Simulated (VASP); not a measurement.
# Hg (P6_3/mmc) in VASP: further runs, part 2 of 2

VASP 6.6.1.

## 3. Single point, PBE (volume scaled by 0.92)

Contents of INCAR:

```
PREC = Accurate
ENCUT = 520
EDIFF = 1E-7
ISMEAR = -1
SIGMA = 0.05
LREAL = False
LASPH = True
NELM = 80
ALGO = Normal
ISIF = 2
LWAVE = False
LCHARG = False
GGA = PE
NBANDS = 19
```

Contents of KPOINTS:

```
Automatic mesh
0
Gamma
  14 14 8
```

Contents of POSCAR:

```
Hg
1.0
    3.4812062818      0.0000000000      0.0000000000
   -1.7406031408      3.0148130758      0.0000000000
    0.0000000000      0.0000000000      5.4856371962
Hg
2
Direct
    0.3333333333      0.6666666667      0.2500000000
    0.6666666667      0.3333333333      0.7500000000
```

Potentials or basis: VASP PAW PBE potentials, release 64 (Hg).

Launch:

```sh
> cat potpaw_PBE.64/Hg/POTCAR > POTCAR
> mpirun -np 1 vasp_std > vasp.out
```

OUTCAR:

```text
PREC = Accurate
   ENCUT = 520
   EDIFF = 1E-7
   ISMEAR = -1
   LREAL = False
   LASPH = True
   NELM = 80
   ISIF = 2
   GGA = PE

 ion  position               nearest neighbor table
   1  0.333  0.667  0.250-   2 3.40   2 3.40   2 3.40   2 3.40   2 3.40   2 3.40
   2  0.667  0.333  0.750-   1 3.40   1 3.40   1 3.40   1 3.40   1 3.40   1 3.40

  LATTYP: Found a hexagonal cell.
 ALAT       =     3.4812062818
 C/A-ratio  =     1.5757863086

  Lattice vectors:

[... 715 lines left out ...]
 [... further k-points ...]

------------------------ aborting loop because EDIFF is reached ----------------------------------------

  FORCE on cell =-STRESS in cart. coord.  units (eV):
  Direction    XX          YY          ZZ          XY          YZ          ZX
  --------------------------------------------------------------------------------------
  -------------------------------------------------------------------------------------
  Total        0.3076876      0.3076876      0.3131402      0.0000000      0.0000000      0.0000000
  in kB        8.5625544      8.5625544      8.7142923      0.0000000      0.0000000      0.0000000
  external PRESSURE =       8.6131337 kB  Pullay stress =       0.0000000 kB

 VOLUME and BASIS-vectors are now :
 -----------------------------------------------------------------------------
  energy-cutoff  :      520.00
  volume of cell :       57.57
      direct lattice vectors                 reciprocal lattice vectors
     3.481206282  0.000000000  0.000000000     0.287256749  0.165847762  0.000000000
    -1.740603141  3.014813076  0.000000000     0.000000000  0.331695523  0.000000000
     0.000000000  0.000000000  5.485637196     0.000000000  0.000000000  0.182294228

 POSITION                                       TOTAL-FORCE (eV/Angst)
 -----------------------------------------------------------------------------------
     -0.00000      2.00988      1.37141         0.000000     -0.000000      0.000000
      1.74060      1.00494      4.11423        -0.000000      0.000000     -0.000000
 -----------------------------------------------------------------------------------
    total drift:                               -0.000000      0.000000     -0.000000

  FREE ENERGIE OF THE ION-ELECTRON SYSTEM (eV)
  ---------------------------------------------------
  free  energy   TOTEN  =        -0.3622631604 eV

  energy  without entropy=       -0.3606380359  energy(sigma->0) =       -0.36145060
```

OSZICAR:

```text
N       E                     dE             d eps       ncg     rms          rms(c)
DAV:   1     0.178021414639E+03    0.17802E+03   -0.12164E+04  4560   0.119E+03
DAV:   2     0.418865313998E+01   -0.17383E+03   -0.16502E+03  4785   0.307E+02
DAV:   3    -0.380190937064E+00   -0.45688E+01   -0.45536E+01  5219   0.541E+01
DAV:   4    -0.388330303907E+00   -0.81394E-02   -0.81383E-02  4878   0.230E+00
DAV:   5    -0.388344687631E+00   -0.14384E-04   -0.14383E-04  5037   0.902E-02    0.267E+00
DAV:   6    -0.363104184150E+00    0.25241E-01   -0.64567E-02  5013   0.252E+00    0.211E+00
DAV:   7    -0.362003834048E+00    0.11004E-02   -0.11506E-02  4887   0.884E-01    0.887E-01
DAV:   8    -0.362213625918E+00   -0.20979E-03   -0.15721E-03  4751   0.423E-01    0.473E-02
DAV:   9    -0.362238743625E+00   -0.25118E-04   -0.18404E-05  5152   0.401E-02    0.160E-02
DAV:  10    -0.362263195108E+00   -0.24451E-04   -0.28815E-05  4763   0.403E-02    0.228E-03
DAV:  11    -0.362263160378E+00    0.34730E-07   -0.17246E-07  4216   0.273E-03
   1 F= -.36226316E+00 E0= -.36145060E+00  d E =-.162512E-02
```

Run time: 66 s. Hardware: 1 thread of Intel Xeon Platinum 8375C at 2.90GHz (Ice Lake), shared host; peak memory 0.25 GiB.

What came out:

```
Free energy            : -0.3623 eV
Pressure               : 0.9 GPa
Band gap on the k mesh : zero (band 12 reaches 0.89 eV, above the bottom of band 13 at 0.69 eV)
```

Caveat: the cell differs from its parent crystal (volume scaled by 0.92); spin-orbit coupling is left out, which moves the levels of the heavy elements.

## 4. Single point, PBE

This run uses another cell than the first one, of 31.29 Å³/atom, 1.087 times its volume.

Contents of INCAR:

```
PREC = Accurate
ENCUT = 520
EDIFF = 1E-7
ISMEAR = -1
SIGMA = 0.05
LREAL = False
LASPH = True
NELM = 60
ALGO = Normal
ISIF = 2
LWAVE = False
LCHARG = True
GGA = PE
LELF = True
LVHAR = True
NBANDS = 19
```

Contents of KPOINTS:

```
regular mesh
0
Gamma
  14 14 8
```

Contents of POSCAR:

```
Hg
1.0
    3.5976075976      0.0000000000      0.0000000000
   -1.7988037988      3.1156195723      0.0000000000
    0.0000000000      0.0000000000      5.5830457610
Hg
2
Direct
    0.3333333333      0.6666666667      0.2500000000
    0.6666666667      0.3333333333      0.7500000000
```

Potentials or basis: VASP PAW PBE potentials, release 64 (Hg).

Launch:

```sh
> cat potpaw_PBE.64/Hg/POTCAR > POTCAR
> mpirun -np 1 vasp_std > vasp.out
```

OUTCAR:

```text
PREC = Accurate
   ENCUT = 520
   EDIFF = 1E-7
   ISMEAR = -1
   LREAL = False
   LASPH = True
   NELM = 60
   ISIF = 2
   GGA = PE

 ion  position               nearest neighbor table
   1  0.333  0.667  0.250-   2 3.48   2 3.48   2 3.48   2 3.48   2 3.48   2 3.48
   2  0.667  0.333  0.750-   1 3.48   1 3.48   1 3.48   1 3.48   1 3.48   1 3.48

  LATTYP: Found a hexagonal cell.
 ALAT       =     3.5976075976
 C/A-ratio  =     1.5518773545

  Lattice vectors:

 A1 = (   3.5976075976,   0.0000000000,   0.0000000000)
 A2 = (  -1.7988037988,   3.1156195723,   0.0000000000)
 A3 = (   0.0000000000,   0.0000000000,   5.5830457610)

Analysis of symmetry for initial positions (statically):
=====================================================================
 Subroutine PRICEL returns:
 Original cell was already a primitive cell.

 Routine SETGRP: Setting up the symmetry group for a
 hexagonal supercell.

 Subroutine GETGRP returns: Found 24 space group operations
 (whereof 12 operations were pure point group operations)
 out of a pool of 24 trial point group operations.
[... 154 lines left out ...]

 number of electron      24.0000006 magnetization

 Free energy of the ion-electron system (eV)
  ---------------------------------------------------
  ext. energy  EPLUGINS =         0.00000000
  ---------------------------------------------------
  free energy    TOTEN  =        -0.37775293 eV

  energy without entropy =       -0.37761743  energy(sigma->0) =       -0.37768518

 E-fermi :   0.4353     XC(G=0):  -9.3415

 val. band max:        0.2200324227   @ k =   0.2143   0.2143   0.0000
 cond. band min:       0.5303201968   @ k =   0.0000   0.0000   0.0000
 fundamental gap:      0.3102877741
 Fermi energy:         0.4353115609

 k-point     1 :       0.0000    0.0000    0.0000
  band No.  band energies     occupation
      1      -6.1929      2.00000
      2      -5.8688      2.00000
      3      -5.3781      2.00000
      4      -5.3781      2.00000
      5      -5.3488      2.00000
      6      -5.2952      2.00000
[... 505 lines left out ...]
      6      -5.2869      2.00000
[... 11 lines left out ...]
     18       6.7328      0.00000
     19       9.6789      0.00000

 [... further k-points ...]
[... 5 lines left out ...]
  --------------------------------------------------------------------------------------
  -------------------------------------------------------------------------------------
  Total        0.0072250      0.0072250      0.0192024      0.0000000      0.0000000      0.0000000
  in kB        0.1849778      0.1849778      0.4916277      0.0000000      0.0000000      0.0000000
  external PRESSURE =       0.2871944 kB  Pullay stress =       0.0000000 kB

 VOLUME and BASIS-vectors are now :
 -----------------------------------------------------------------------------
  energy-cutoff  :      520.00
  volume of cell :       62.58
      direct lattice vectors                 reciprocal lattice vectors
     3.597607598  0.000000000  0.000000000     0.277962499  0.160481724  0.000000000
    -1.798803799  3.115619572  0.000000000     0.000000000  0.320963448  0.000000000
     0.000000000  0.000000000  5.583045761     0.000000000  0.000000000  0.179113703

 POSITION                                       TOTAL-FORCE (eV/Angst)
 -----------------------------------------------------------------------------------
     -0.00000      2.07708      1.39576         0.000000     -0.000000      0.000000
      1.79880      1.03854      4.18728        -0.000000      0.000000     -0.000000
 -----------------------------------------------------------------------------------
    total drift:                               -0.000000      0.000000     -0.000000

  FREE ENERGIE OF THE ION-ELECTRON SYSTEM (eV)
  ---------------------------------------------------
  free  energy   TOTEN  =        -0.3777529312 eV

  energy  without entropy=       -0.3776174337  energy(sigma->0) =       -0.37768518
```

OSZICAR:

```text
N       E                     dE             d eps       ncg     rms          rms(c)
DAV:   1     0.172867792735E+03    0.17287E+03   -0.11915E+04  4560   0.117E+03
DAV:   2     0.411302015078E+01   -0.16875E+03   -0.16001E+03  4737   0.300E+02
DAV:   3    -0.387368150962E+00   -0.45004E+01   -0.44888E+01  5214   0.534E+01
DAV:   4    -0.395670943512E+00   -0.83028E-02   -0.83019E-02  4870   0.233E+00
DAV:   5    -0.395687862769E+00   -0.16919E-04   -0.16919E-04  4953   0.966E-02    0.202E+00
DAV:   6    -0.378030069935E+00    0.17658E-01   -0.47088E-02  5003   0.208E+00    0.164E+00
DAV:   7    -0.377423394340E+00    0.60668E-03   -0.77083E-03  4857   0.692E-01    0.758E-01
DAV:   8    -0.377707025499E+00   -0.28363E-03   -0.10280E-03  4777   0.330E-01    0.360E-02
DAV:   9    -0.377734990368E+00   -0.27965E-04   -0.20868E-05  5097   0.391E-02    0.130E-02
DAV:  10    -0.377752936070E+00   -0.17946E-04   -0.22548E-05  4737   0.355E-02    0.181E-03
DAV:  11    -0.377752931197E+00    0.48731E-08   -0.89516E-08  4038   0.138E-03
   1 F= -.37775293E+00 E0= -.37768518E+00  d E =-.135497E-03
```

stdout:

```text
POSCAR found type information on POSCAR Hg
 POSCAR found :  1 types and       2 ions
 scaLAPACK will be used
 LDA part: xc-table for (Slater+PW92), standard interpolation
 POSCAR, INCAR and KPOINTS ok, starting setup
 FFT: planning ... GRIDC
 FFT: planning ... GRID_SOFT
 FFT: planning ... GRID
 WAVECAR not read
 entering main loop
```

Run time: 68 s. Hardware: 1 thread of Intel Xeon Platinum 8375C at 2.90GHz (Ice Lake), shared host; peak memory 0.25 GiB.

Results:

| Property | Result |
| --- | --- |
| Free energy | -0.3778 eV |
| Pressure | 0.0 GPa |
| Band gap on the k mesh | 0.31 eV, indirect (least direct gap 1.27 eV) |

Caveat: spin-orbit coupling is left out, which moves the levels of the heavy elements.
